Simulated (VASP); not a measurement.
# Pt (Fm-3m) in VASP: notebook

The runs below take Pt through single point, with LDA.

Program: VASP 6.6.1. These are calculated values, not measurements. Logs are shortened: lines on timing, memory, paths and dates and some standing lists are left out, and cuts for length are marked.

### 1 The cell of the first run

It takes space group Fm-3m (No. 225, cubic). The conventional cell has a = 3.895 Å, b = 3.895 Å, c = 3.895 Å, α = 90.00°, β = 90.00°, γ = 90.00°. Within 3.6 Å of Pt (site symmetry m-3m) lie 12 Pt at 2.75 Å.

### 2 Single point, LDA

Input file INCAR:

```
SYSTEM = Pt
  PREC = Accurate
  ENCUT = 520
  EDIFF = 1E-6
  ISMEAR = 1
  SIGMA = 0.3
  LREAL = .False.
  LASPH = .True.
  NELM = 60
  ALGO = Normal
  ISIF = 2
  LWAVE = .False.
  LCHARG = .False.
  NBANDS = 11
```

Input file KPOINTS:

```
Automatic mesh
0
Gamma
  14 14 14
  0 0 0
```

Input file POSCAR:

```
Pt
1.0
    0.0000000000      1.9474302061      1.9474302061
    1.9474302061      0.0000000000      1.9474302061
    1.9474302061      1.9474302061      0.0000000000
Pt
1
Direct
    0.0000000000      0.0000000000      0.0000000000
```

Potentials or basis: VASP PAW LDA potentials, release 64 (Pt).

Started as:

```
> cat potpaw_LDA.64/Pt/POTCAR > POTCAR
> mpirun -np 1 vasp_std > vasp.out
```

OUTCAR:

```text
SYSTEM = Pt
   PREC = Accurate
   ENCUT = 520
   EDIFF = 1E-6
   ISMEAR = 1
   LREAL = .False.
   LASPH = .True.
   NELM = 60
   ISIF = 2

 ion  position               nearest neighbor table
   1  0.000  0.000  0.000-

  LATTYP: Found a face centered cubic cell.
 ALAT       =     3.8948604122

  Lattice vectors:

 A1 = (   0.0000000000,   1.9474302061,   1.9474302061)
 A2 = (   1.9474302061,   0.0000000000,   1.9474302061)
 A3 = (   1.9474302061,   1.9474302061,   0.0000000000)

Analysis of symmetry for initial positions (statically):
=====================================================================
 Subroutine PRICEL returns:
 Original cell was already a primitive cell.

 Routine SETGRP: Setting up the symmetry group for a
 face centered cubic supercell.

 Subroutine GETGRP returns: Found 48 space group operations
 (whereof 48 operations were pure point group operations)
 out of a pool of 48 trial point group operations.

The static configuration has the point symmetry O_h .

Analysis of symmetry for dynamics (positions and initial velocities):
=====================================================================
 Subroutine PRICEL returns:
 Original cell was already a primitive cell.

 Routine SETGRP: Setting up the symmetry group for a
 face centered cubic supercell.

 Subroutine GETGRP returns: Found 48 space group operations
 (whereof 48 operations were pure point group operations)
 out of a pool of 48 trial point group operations.

The dynamic configuration has the point symmetry O_h .

 Subroutine INISYM returns: Found 48 space group operations
 (whereof 48 operations are pure point group operations),
 and found     1 'primitive' translations

----------------------------------------------------------------------------------------

                                     Primitive cell

  volume of cell :      14.7712

  direct lattice vectors                    reciprocal lattice vectors
     0.000000000  1.947430206  1.947430206    -0.256748611  0.256748611  0.256748611
     1.947430206  0.000000000  1.947430206     0.256748611 -0.256748611  0.256748611
     1.947430206  1.947430206  0.000000000     0.256748611  0.256748611 -0.256748611

  length of vectors
     2.754082209  2.754082209  2.754082209     0.444701639  0.444701639  0.444701639

  position of ions in fractional coordinates (direct lattice)
     0.000000000  0.000000000  0.000000000

  ion indices of the primitive-cell ions
   primitive index   ion index
                 1           1

----------------------------------------------------------------------------------------

[... 74 lines left out ...]
   NFREE  =      0    steps in history (QN), initial steepest desc. (CG)
   ISIF   =      2    stress and relaxation
   ISYM   =      2    0-nonsym 1-usesym 2-fastsym
   POTIM  = 0.5000    time-step for ionic-motion
   TEBEG  =    0.0;   TEEND  =   0.0 temperature during run
   PSTRESS=    0.0 pullay stress
   NELECT =      10.0000    total number of electrons
   NUPDOWN=      -1.0000    fix difference up-down
   EMIN   =  10.00;   EMAX   =-10.00  energy-range for DOS
   EFERMI =   0.00;   METHOD = LEGACY
   ISMEAR =     1;   SIGMA  =   0.30  broadening in eV -4-tet -1-fermi 0-gaus
   EFERMI_NEDOS =   21; number of points for ismear=-14 and -15
   IALGO  =     38    algorithm
   IMIX   =      4    mixing-type and parameters
     AMIX     =   0.40;   BMIX     =  1.00
     AMIX_MAG =   1.60;   BMIX_MAG =  1.00
  volume/ion in A,a.u.               =      14.77        99.68
  Fermi-wavevector in a.u.,A,eV,Ry     =   1.437484  2.716450 28.114526  2.066359
  Thomas-Fermi vector in A             =   2.556556
   LORBIT       =      0    0 simple, 1 ext, 2 COOP (PROOUT), +10 PAW based schemes
   GGA     = CA    functional components
   LHFCALC =     F    Hartree Fock is set to
   AEXX    =    0.0000 exact exchange contribution
   IVDW    =     0    specifies the selected vdW correction
   LEPSILON=     F    determine dielectric tensor
   LRPA    =     F    only Hartree local field effects (RPA)
 non-spin polarized calculation
 Methfessel and Paxton  Order N= 1 SIGMA  =   0.30
  energy-cutoff  :      520.00
  volume of cell :       14.77
 maximum number of plane-waves:       411
   NGX = 11   NGY = 11   NGZ = 11

 number of electron      10.0000000 magnetization

 Free energy of the ion-electron system (eV)
  ---------------------------------------------------
  ext. energy  EPLUGINS =         0.00000000
  ---------------------------------------------------
  free energy    TOTEN  =        -7.51433059 eV

  energy without entropy =       -7.50641513  energy(sigma->0) =       -7.51169210

 E-fermi :  11.5388     XC(G=0): -13.8079

 val. band max:       11.5229156611   @ k =   0.5000   0.3571   0.0714
 cond. band min:      11.5578986935   @ k =   0.4286   0.1429   0.0000
 fundamental gap:      0.0349830325
 Fermi energy:        11.5388012849

 k-point     1 :       0.0000    0.0000    0.0000
  band No.  band energies     occupation
      1       1.0674      2.00000
      2       7.5986      2.00000
      3       7.5986      2.00000
      4       7.5986      2.00000
      5       9.8699      2.00000
      6       9.8699      2.00000
      7      26.1064      0.00000
      8      31.1489      0.00000
      9      31.1489      0.00000
     10      31.1489      0.00000
     11      36.6783      0.00000
[... 309 lines left out ...]
 k-point    24 :       0.2857    0.1429    0.0000
  band No.  band energies     occupation
      1       3.6460      2.00000
      2       6.4948      2.00000
      3       7.9663      2.00000
      4       8.5637      2.00000
      5       9.7360      2.00000
      6      10.6648      2.00030
      7      25.9133      0.00000
      8      28.9578      0.00000
      9      30.6304      0.00000
     10      31.9393      0.00000
     11      36.0754      0.00000

 [... further k-points ...]
[... 5 lines left out ...]
  --------------------------------------------------------------------------------------
  -------------------------------------------------------------------------------------
  Total        0.0402447      0.0402447      0.0402447      0.0000000     -0.0000000      0.0000000
  in kB        4.3651924      4.3651924      4.3651924      0.0000000     -0.0000000      0.0000000
  external PRESSURE =       4.3651924 kB  Pullay stress =       0.0000000 kB

 VOLUME and BASIS-vectors are now :
 -----------------------------------------------------------------------------
  energy-cutoff  :      520.00
  volume of cell :       14.77
      direct lattice vectors                 reciprocal lattice vectors
     0.000000000  1.947430206  1.947430206    -0.256748611  0.256748611  0.256748611
     1.947430206  0.000000000  1.947430206     0.256748611 -0.256748611  0.256748611
     1.947430206  1.947430206  0.000000000     0.256748611  0.256748611 -0.256748611

 POSITION                                       TOTAL-FORCE (eV/Angst)
 -----------------------------------------------------------------------------------
      0.00000      0.00000      0.00000         0.000000      0.000000      0.000000
 -----------------------------------------------------------------------------------
    total drift:                                0.000000     -0.000000      0.000000

  FREE ENERGIE OF THE ION-ELECTRON SYSTEM (eV)
  ---------------------------------------------------
  free  energy   TOTEN  =        -7.5143305932 eV

  energy  without entropy=       -7.5064151275  energy(sigma->0) =       -7.51169210
```

OSZICAR:

```text
N       E                     dE             d eps       ncg     rms          rms(c)
DAV:   1     0.382819529606E+02    0.38282E+02   -0.54127E+03  2320   0.849E+02
DAV:   2    -0.731992469482E+01   -0.45602E+02   -0.43818E+02  2611   0.177E+02
DAV:   3    -0.794581063587E+01   -0.62589E+00   -0.62184E+00  2680   0.196E+01
DAV:   4    -0.794820977796E+01   -0.23991E-02   -0.23990E-02  2668   0.142E+00
DAV:   5    -0.794822758735E+01   -0.17809E-04   -0.17811E-04  2678   0.114E-01    0.141E+01
DAV:   6    -0.756404734370E+01    0.38418E+00   -0.87141E-01  2483   0.736E+00    0.723E+00
DAV:   7    -0.751904603061E+01    0.45001E-01   -0.14390E-01  2651   0.288E+00    0.262E+00
DAV:   8    -0.751446649722E+01    0.45795E-02   -0.52576E-03  2495   0.694E-01    0.531E-01
DAV:   9    -0.751432715291E+01    0.13934E-03   -0.64517E-05  2594   0.787E-02    0.117E-02
DAV:  10    -0.751433056649E+01   -0.34136E-05   -0.17277E-06  2604   0.894E-03    0.170E-03
DAV:  11    -0.751433059320E+01   -0.26709E-07   -0.42819E-08  1402   0.186E-03
   1 F= -.75143306E+01 E0= -.75116921E+01  d E =-.791547E-02
```

Wall time 5.1 s (1 thread of Intel Xeon 6975P-C (Granite Rapids), shared host); peak memory 0.13 GiB.

What came out:

| Property | Result |
| --- | --- |
| Free energy | -7.5143 eV |
| Pressure | 0.4 GPa |
| Band gap on the k mesh | zero (band 5 reaches 12.06 eV, above the bottom of band 6 at 9.75 eV) |

Caveat: spin-orbit coupling is left out, which moves the levels of the heavy elements.

### 3 Single point, LDA

Input file INCAR:

```
SYSTEM = Pt
  PREC = Accurate
  ENCUT = 520
  EDIFF = 1E-7
  ISMEAR = 1
  SIGMA = 0.6
  LREAL = .False.
  LASPH = .True.
  NELM = 80
  ALGO = Normal
  ISIF = 2
  LWAVE = .False.
  LCHARG = .False.
  GGA = CA
  NBANDS = 11
```

Input file KPOINTS:

```
regular mesh
0
Gamma
  14 14 14
  0 0 0
```

POSCAR is that of step 2.

Potentials or basis: VASP PAW LDA potentials, release 64 (Pt).

Started as:

```
> cat potpaw_LDA.64/Pt/POTCAR > POTCAR
> mpirun -np 1 vasp_std > vasp.out
```

Run time: 5.8 s. Hardware: 1 thread of Intel Xeon 6975P-C (Granite Rapids), shared host; peak memory 0.13 GiB.

Results (log left out):

```yaml
Free_energy: -7.5275 eV
Pressure: 0.7 GPa
Band_gap_on_the_k_mesh: zero (band 5 reaches 12.07 eV, above the bottom of band 6 at 9.75 eV)
```

Levels at points of the mesh, in eV from the Fermi level:
```tsv
k point	band 2	band 3	band 4	band 5	band 6	band 7	band 8	band 9
(0.00, 0.00, 0.00)	-3.96	-3.96	-3.96	-1.69	-1.69	14.54	19.58	19.58
(0.50, 0.00, 0.00)	-4.02	-4.02	-0.58	0.04	0.04	5.98	14.12	19.02
(0.50, 0.50, 0.00)	-6.89	0.02	0.50	0.50	1.71	9.08	11.39	11.39
```

Caveat: spin-orbit coupling is left out, which moves the levels of the heavy elements.

### 4 Single point, LDA

Input file INCAR:

```
  PREC = Accurate
  ENCUT = 520
  EDIFF = 1E-6
  ISMEAR = 1
  SIGMA = 1.0
  LREAL = F
  LASPH = T
  NELM = 60
  ALGO = Normal
  ISIF = 2
  LWAVE = F
  LCHARG = F
  NBANDS = 11
```

Input file KPOINTS:

```
regular mesh
0
Gamma
  14 14 14
```

POSCAR is that of step 3.

Potentials or basis: VASP PAW LDA potentials, release 64 (Pt).

Started as:

```
> cat potpaw_LDA.64/Pt/POTCAR > POTCAR
> mpirun -np 1 vasp_std > vasp.out
```

OUTCAR:

```text
PREC = Accurate
   ENCUT = 520
   EDIFF = 1E-6
   ISMEAR = 1
   LREAL = F
   LASPH = T
   NELM = 60
   ISIF = 2

 ion  position               nearest neighbor table
   1  0.000  0.000  0.000-

  LATTYP: Found a face centered cubic cell.
 ALAT       =     3.8948604122

  Lattice vectors:

 A1 = (   0.0000000000,   1.9474302061,   1.9474302061)
 A2 = (   1.9474302061,   0.0000000000,   1.9474302061)
 A3 = (   1.9474302061,   1.9474302061,   0.0000000000)

Analysis of symmetry for initial positions (statically):
=====================================================================
 Subroutine PRICEL returns:
 Original cell was already a primitive cell.

 Routine SETGRP: Setting up the symmetry group for a
 face centered cubic supercell.

 Subroutine GETGRP returns: Found 48 space group operations
 (whereof 48 operations were pure point group operations)
 out of a pool of 48 trial point group operations.

The static configuration has the point symmetry O_h .

Analysis of symmetry for dynamics (positions and initial velocities):
=====================================================================
 Subroutine PRICEL returns:
 Original cell was already a primitive cell.

 Routine SETGRP: Setting up the symmetry group for a
 face centered cubic supercell.

 Subroutine GETGRP returns: Found 48 space group operations
 (whereof 48 operations were pure point group operations)
 out of a pool of 48 trial point group operations.

The dynamic configuration has the point symmetry O_h .

 Subroutine INISYM returns: Found 48 space group operations
 (whereof 48 operations are pure point group operations),
 and found     1 'primitive' translations

----------------------------------------------------------------------------------------

                                     Primitive cell

  volume of cell :      14.7712

[... 103 lines left out ...]
   IALGO  =     38    algorithm
   IMIX   =      4    mixing-type and parameters
     AMIX     =   0.40;   BMIX     =  1.00
     AMIX_MAG =   1.60;   BMIX_MAG =  1.00
  volume/ion in A,a.u.               =      14.77        99.68
  Fermi-wavevector in a.u.,A,eV,Ry     =   1.437484  2.716450 28.114526  2.066359
  Thomas-Fermi vector in A             =   2.556556
   LORBIT       =      0    0 simple, 1 ext, 2 COOP (PROOUT), +10 PAW based schemes
   GGA     = CA    functional components
   LHFCALC =     F    Hartree Fock is set to
   AEXX    =    0.0000 exact exchange contribution
   IVDW    =     0    specifies the selected vdW correction
   LEPSILON=     F    determine dielectric tensor
   LRPA    =     F    only Hartree local field effects (RPA)
 non-spin polarized calculation
 Methfessel and Paxton  Order N= 1 SIGMA  =   1.00
  energy-cutoff  :      520.00
  volume of cell :       14.77
 maximum number of plane-waves:       411
   NGX = 11   NGY = 11   NGZ = 11

 number of electron      10.0000000 magnetization

 Free energy of the ion-electron system (eV)
  ---------------------------------------------------
  ext. energy  EPLUGINS =         0.00000000
  ---------------------------------------------------
  free energy    TOTEN  =        -7.55561820 eV

  energy without entropy =       -7.47485674  energy(sigma->0) =       -7.52869771

 E-fermi :  11.5907     XC(G=0): -13.8080

 val. band max:       11.5790663095   @ k =   0.5000   0.5000   0.0000
 cond. band min:      11.6008655590   @ k =   0.5000   0.0000   0.0000
 fundamental gap:      0.0217992495
 Fermi energy:        11.5906799250

 k-point     1 :       0.0000    0.0000    0.0000
  band No.  band energies     occupation
      1       1.0677      2.00000
      2       7.6028      2.00000
      3       7.6028      2.00000
      4       7.6028      2.00000
      5       9.8674      2.03509
      6       9.8674      2.03509
      7      26.1101     -0.00000
      8      31.1460     -0.00000
      9      31.1460     -0.00000
     10      31.1460     -0.00000
     11      36.6747      0.00000
[... 309 lines left out ...]
 k-point    24 :       0.2857    0.1429    0.0000
  band No.  band energies     occupation
      1       3.6464      2.00000
      2       6.4986      2.00000
      3       7.9664      2.00000
      4       8.5664      2.00016
      5       9.7376      2.02496
      6      10.6638      2.03158
      7      25.9119     -0.00000
      8      28.9602     -0.00000
      9      30.6298     -0.00000
     10      31.9402      0.00000
     11      36.0744      0.00000

 [... further k-points ...]
[... 5 lines left out ...]
  --------------------------------------------------------------------------------------
  -------------------------------------------------------------------------------------
  Total        0.1000837      0.1000837      0.1000837      0.0000000      0.0000000     -0.0000000
  in kB       10.8557067     10.8557067     10.8557067      0.0000000      0.0000000     -0.0000000
  external PRESSURE =      10.8557067 kB  Pullay stress =       0.0000000 kB

 VOLUME and BASIS-vectors are now :
 -----------------------------------------------------------------------------
  energy-cutoff  :      520.00
  volume of cell :       14.77
      direct lattice vectors                 reciprocal lattice vectors
     0.000000000  1.947430206  1.947430206    -0.256748611  0.256748611  0.256748611
     1.947430206  0.000000000  1.947430206     0.256748611 -0.256748611  0.256748611
     1.947430206  1.947430206  0.000000000     0.256748611  0.256748611 -0.256748611

 POSITION                                       TOTAL-FORCE (eV/Angst)
 -----------------------------------------------------------------------------------
      0.00000      0.00000      0.00000         0.000000      0.000000      0.000000
 -----------------------------------------------------------------------------------
    total drift:                                0.000000      0.000000     -0.000000

  FREE ENERGIE OF THE ION-ELECTRON SYSTEM (eV)
  ---------------------------------------------------
  free  energy   TOTEN  =        -7.5556181998 eV

  energy  without entropy=       -7.4748567407  energy(sigma->0) =       -7.52869771
```

OSZICAR:

```text
N       E                     dE             d eps       ncg     rms          rms(c)
DAV:   1     0.382825519765E+02    0.38283E+02   -0.54127E+03  2320   0.849E+02
DAV:   2    -0.736016796958E+01   -0.45643E+02   -0.43792E+02  2611   0.177E+02
DAV:   3    -0.798534204818E+01   -0.62517E+00   -0.62193E+00  2680   0.196E+01
DAV:   4    -0.798774503604E+01   -0.24030E-02   -0.24028E-02  2668   0.142E+00
DAV:   5    -0.798776293611E+01   -0.17900E-04   -0.17902E-04  2678   0.114E-01    0.142E+01
DAV:   6    -0.760550808695E+01    0.38225E+00   -0.86336E-01  2483   0.734E+00    0.732E+00
DAV:   7    -0.756036230341E+01    0.45146E-01   -0.14537E-01  2648   0.290E+00    0.264E+00
DAV:   8    -0.755578076174E+01    0.45815E-02   -0.61635E-03  2489   0.746E-01    0.554E-01
DAV:   9    -0.755561460080E+01    0.16616E-03   -0.12187E-04  2570   0.106E-01    0.118E-02
DAV:  10    -0.755561815053E+01   -0.35497E-05   -0.24489E-06  2716   0.107E-02    0.191E-03
DAV:  11    -0.755561819976E+01   -0.49236E-07   -0.44516E-08  1432   0.197E-03
   1 F= -.75556182E+01 E0= -.75286977E+01  d E =-.807615E-01
```

stdout:

```text
POSCAR found type information on POSCAR Pt
 POSCAR found :  1 types and       1 ions
 scaLAPACK will be used
 LDA part: xc-table for (Slater(with rela. corr.)+CA(PZ))
 , standard interpolation
 POSCAR, INCAR and KPOINTS ok, starting setup
 FFT: planning ... GRIDC
 FFT: planning ... GRID_SOFT
 FFT: planning ... GRID
 WAVECAR not read
 entering main loop
```

It took 5.4 s on 1 thread of Intel Xeon 6975P-C (Granite Rapids), shared host; peak memory 0.12 GiB.

Results:

```
Free energy            : -7.5556 eV
Pressure               : 1.1 GPa
Band gap on the k mesh : zero (band 5 reaches 12.07 eV, above the bottom of band 6 at 9.75 eV)
```

Caveat: spin-orbit coupling is left out, which moves the levels of the heavy elements.

### 5 Single point, LDA

Input file INCAR:

```
PREC = Accurate ; ENCUT = 520
EDIFF = 1E-6 ; ISMEAR = 1
SIGMA = 0.01 ; LREAL = F
LASPH = T ; NELM = 100
ALGO = Normal ; ISIF = 2
LWAVE = F ; LCHARG = F
NBANDS = 11
```

Input file KPOINTS:

```
Automatic mesh
0
Gamma
  14 14 14
```

POSCAR is that of step 4.

Started as:

```
> cat potpaw_LDA.64/Pt/POTCAR > POTCAR
> mpirun -np 1 vasp_std > vasp.out
```

Run time: 5.2 s. Hardware: 1 thread of Intel Xeon 6975P-C (Granite Rapids), shared host; peak memory 0.13 GiB.

Results (log left out):

- Free energy: -7.5128 eV
- Pressure: 0.3 GPa
- Band gap on the k mesh: zero (band 5 reaches 12.06 eV, above the bottom of band 6 at 9.75 eV)

Levels at points of the mesh, in eV from the Fermi level:
```tsv
k point	band 1	band 2	band 3	band 4	band 5	band 6	band 7	band 8	band 9	band 10
(0.00, 0.00, 0.00)	-10.45	-3.92	-3.92	-3.92	-1.65	-1.65	14.59	19.63	19.63	19.63
(0.50, 0.00, 0.00)	-7.55	-3.97	-3.97	-0.53	0.08	0.08	6.02	14.16	19.07	19.07
(0.50, 0.50, 0.00)	-7.30	-6.84	0.06	0.54	0.54	1.76	9.13	11.43	11.43	20.49
```

Caveat: spin-orbit coupling is left out, which moves the levels of the heavy elements.

### 6 The runs side by side

| smearing | gap on the mesh (eV) | pressure (GPa) |
| --- | --- | --- |
| methfessel-paxton 0.3 eV | none | 0.4 |
| methfessel-paxton 0.6 eV | none | 0.7 |
| methfessel-paxton 1 eV | none | 1.1 |
| methfessel-paxton 0.01 eV | none | 0.3 |

Alike in all rows: task single point; level LDA; potentials or basis VASP PAW LDA potentials, release 64 (Pt); no spin polarisation; cell as given; k mesh 14 × 14 × 14; cutoff (eV) 520.

Every run on the cell as given and a fine mesh finds a metal.

Caveats: spin-orbit coupling is left out, which moves the levels of the heavy elements.

Absolute energies hang on the potentials; compare differences alone.
